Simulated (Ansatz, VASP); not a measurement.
**RbSb4As3 in VASP and in Ansatz**

File INCAR:

```
PREC = Accurate
ENCUT = 520
EDIFF = 1E-6
ISMEAR = 0
SIGMA = 0.001
LREAL = False
LASPH = True
NELM = 80
ALGO = Normal
ISIF = 2
LWAVE = False
LCHARG = True
GGA = PE
LELF = True
LVHAR = True
NBANDS = 32
```

KPOINTS

```
regular mesh
0
Gamma
  5 5 5
```

Contents of POSCAR:

```
RbSb4As3
1.0
    4.5673430000      0.0000000000      0.0000000000
   -2.2836710000      3.9554380000      0.0000000000
   -2.2836710000      1.3184790000     12.5688990000
Rb Sb As
1 4 3
Direct
    0.5000000000      0.5000000000      0.5000000000
    0.0864700000      0.9135300000      0.2594100000
    0.9135300000      0.0864700000      0.7405900000
    0.3024200000      0.6975800000      0.9072600000
    0.6975800000      0.3024200000      0.0927400000
    0.2310000000      0.7690000000      0.6930000000
    0.7690000000      0.2310000000      0.3070000000
    0.0000000000      0.0000000000      0.0000000000
```

Input for Ansatz:

```yaml
crystal:
  lattice:
    - [4.567343, 0.0, 0.0]
    - [-2.283671, 3.955438, 0.0]
    - [-2.283671, 1.318479, 12.568899]
  atoms:
    - { symbol: Rb, position: [0.5, 0.5, 0.5] }
    - { symbol: Sb, position: [0.08647, 0.91353, 0.25941] }
    - { symbol: Sb, position: [0.91353, 0.08647, 0.74059] }
    - { symbol: Sb, position: [0.30242, 0.69758, 0.90726] }
    - { symbol: Sb, position: [0.69758, 0.30242, 0.09274] }
    - { symbol: As, position: [0.231, 0.769, 0.693] }
    - { symbol: As, position: [0.769, 0.231, 0.307] }
    - { symbol: As, position: [0.0, 0.0, 0.0] }
  symmetry: { tolerance: 0.0003 }
kpoints:
  mp_grid: { grid: [5, 5, 5], shift: [0, 0, 0] }
magnetization:
  spin_polarized: false
scf:
  occupations: { method: gaussian, width: 0.001 }
hamiltonian:
  pseudopotentials: { kind: paw }
  xc: pbe
basis:
  ecutwfc: "800 eV"
output:
  forces: true
  stress: true
  eigenvalues: true
```

Alike in both runs: task single point; functional PBE; k mesh 5 × 5 × 5; occupations gaussian, width 0.001 eV; no spin polarisation.

|  | VASP | Ansatz |
| --- | --- | --- |
| version | VASP 6.6.1 | Ansatz 0.2.0 |
| potentials or method | VASP PAW PBE potentials, release 64 (Rb_sv, Sb, As), cutoff 520 eV | PAW plane waves |
| valence electrons in the cell | 44 | 114 |

Ansatz gave:

```
gap on the k mesh at the Fermi level (eV)                     : none
pressure (GPa)                                                : 7.9
traceless stress, the component that is largest in VASP (GPa) : -2.99
rms of the force components (eV/Å)                            : 0.257
```

Which values does VASP return?

gap on the k mesh at the Fermi level (eV): none; pressure (GPa): 8.0; traceless stress, the component that is largest in VASP (GPa): -3.01; rms of the force components (eV/Å): 0.267.

Atom by atom the forces differ by 0.011 eV/Å (rms over components). A gap of «none» marks a metal or a gap that the smearing closes. The functional is the same, so the differences come from potentials, cutoffs and numerics. VASP's potentials hold 44 valence electrons a cell and Ansatz's 114, so a difference there can come from the potentials and not from the codes. Ansatz's warnings: structure snapped to symmetry.

Spin-orbit coupling is off throughout.
